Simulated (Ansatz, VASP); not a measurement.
# N: VASP beside Ansatz

```xyz
8
Lattice="5.5605 0.0000 0.0000 0.0000 5.5605 0.0000 0.0000 0.0000 5.5605" Properties=species:S:1:pos:R:3 pbc="T T T"
N     0.3192    2.4611    3.0994
N     2.4611    3.0994    0.3192
N     3.0994    0.3192    2.4611
N     5.2414    5.2414    5.2414
N     5.2414    3.0994    2.4611
N     3.0994    2.4611    5.2414
N     2.4611    5.2414    3.0994
N     0.3192    0.3192    0.3192
```

Alike in both runs: functional LDA; k mesh 5 × 5 × 5; occupations fermi-dirac, width 0.05 eV; no spin polarisation.

|  | VASP | Ansatz |
| --- | --- | --- |
| version | VASP 6.6.1 | Ansatz 0.2.0 |
| potentials or method | VASP PAW LDA potentials, release 64 (N) | Ansatz PAW |
| plane-wave cutoff (eV) | 520 | 420 |
| valence electrons in the cell | 40 | 40 |
| task | single point | band structure |

|  | VASP | Ansatz | Ansatz less VASP |
| --- | --- | --- | --- |
| gap on the k mesh at the Fermi level (eV) | 7.05 | 7.10 | +0.050 |
| least direct gap on the mesh (eV) | 7.08 | 7.13 | +0.050 |
| pressure (GPa) | -1.2 | -2.9 | -1.69 |
| rms of the force components (eV/Å) | 0.217 | 0.983 | +0.7666 |

LDA's correlation is that of Perdew and Zunger in VASP and of Perdew and Wang (1992) in Ansatz. Atom by atom the forces differ by 0.767 eV/Å (rms over components). One of these differences is far larger than is usual between the two programs; its cause wasn't traced.

Noted on VASP's run: the standard files for N, O and F lose accuracy on very short bonds.
